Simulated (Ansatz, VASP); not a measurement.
This is a calculation of ZnS for Ansatz 0.2.0.

Contents of input.yaml:

```yaml
crystal:
  lattice:
    - [3.7341822464, 0.0, 0.0]
    - [-1.8670911232, 3.2338966877, 0.0]
    - [0.0, 0.0, 18.308454576]
  atoms:
    - { symbol: Zn, position: [0.3333333333, 0.6666666667, 0.83333] }
    - { symbol: Zn, position: [0.6666666667, 0.3333333333, 0.33333] }
    - { symbol: Zn, position: [0.6666666667, 0.3333333333, 0.66667] }
    - { symbol: Zn, position: [0.3333333333, 0.6666666667, 0.16667] }
    - { symbol: Zn, position: [0.0, 0.0, 0.5] }
    - { symbol: Zn, position: [0.0, 0.0, 0.0] }
    - { symbol: S, position: [0.3333333333, 0.6666666667, 0.95833] }
    - { symbol: S, position: [0.6666666667, 0.3333333333, 0.45833] }
    - { symbol: S, position: [0.6666666667, 0.3333333333, 0.79167] }
    - { symbol: S, position: [0.3333333333, 0.6666666667, 0.29167] }
    - { symbol: S, position: [0.0, 0.0, 0.625] }
    - { symbol: S, position: [0.0, 0.0, 0.125] }
hamiltonian:
  xc: blyp
  pseudopotentials: { kind: paw }
  dispersion: d3bj
kpoints:
  mp_grid: { grid: [8, 8, 2] }
scf:
  occupations: { method: fermi_dirac, width: 0.05 }
output:
  forces: true
  stress: true
  eigenvalues: true
```

Potentials or basis: Ansatz PAW.

Run with:

```sh
$ ansatz run input.yaml --threads 2 --pin off --max-ram 5120MiB --backend cpu --events-out ev --progress --plain --runs-dir out
```

Task: Translate it to VASP 6.6.1. Potentials there: VASP PAW PBE potentials, release 64 (Zn, S).

Result: As run (the cutoff follows the program's own potentials):

The input INCAR:

```
SYSTEM = ZnS
PREC = Accurate
ENCUT = 520
EDIFF = 1E-6
ISMEAR = -1
SIGMA = 0.05
LREAL = .False.
LASPH = .True.
NELM = 80
ALGO = Normal
ISIF = 2
LWAVE = .False.
LCHARG = .True.
GGA = B5
ALDAX = 1.0
AGGAX = 1.0
AGGAC = 1.0
ALDAC = 0.0
IVDW = 12
VDW_S6 = 1.0
VDW_S8 = 2.6996
VDW_A1 = 0.4298
VDW_A2 = 4.2359
LELF = .True.
LVHAR = .True.
NBANDS = 66
```

KPOINTS

```
Automatic mesh
0
Gamma
  8 8 2
  0 0 0
```

File POSCAR:

```
ZnS
1.0
    3.7341822464      0.0000000000      0.0000000000
   -1.8670911232      3.2338966877      0.0000000000
    0.0000000000      0.0000000000     18.3084545760
Zn S
6 6
Direct
    0.3333333333      0.6666666667      0.8333300000
    0.6666666667      0.3333333333      0.3333300000
    0.6666666667      0.3333333333      0.6666700000
    0.3333333333      0.6666666667      0.1666700000
    0.0000000000      0.0000000000      0.5000000000
    0.0000000000      0.0000000000      0.0000000000
    0.3333333333      0.6666666667      0.9583300000
    0.6666666667      0.3333333333      0.4583300000
    0.6666666667      0.3333333333      0.7916700000
    0.3333333333      0.6666666667      0.2916700000
    0.0000000000      0.0000000000      0.6250000000
    0.0000000000      0.0000000000      0.1250000000
```

Potentials or basis: VASP PAW PBE potentials, release 64 (Zn, S).

Command:

```bash
$ cat potpaw_PBE.64/Zn/POTCAR potpaw_PBE.64/S/POTCAR > POTCAR
$ mpirun -np 1 vasp_std > vasp.out
```

Both were run:

|  | VASP | Ansatz | Ansatz less VASP |
| --- | --- | --- | --- |
| gap on the k mesh at the Fermi level (eV) | 2.48 | 2.44 | -0.038 |
| least direct gap on the mesh (eV) | 2.48 | 2.44 | -0.038 |
| pressure (GPa) | 5.2 | 5.0 | -0.22 |
| traceless stress, the component that is largest in VASP (GPa) | 0.14 | 0.14 | 0.000 |
| rms of the force components (eV/Å) | 0.019 | 0.019 | -0.0002 |

VASP's potentials were made for PBE, not for BLYP. Atom by atom the forces differ by 0.000 eV/Å (rms over components).
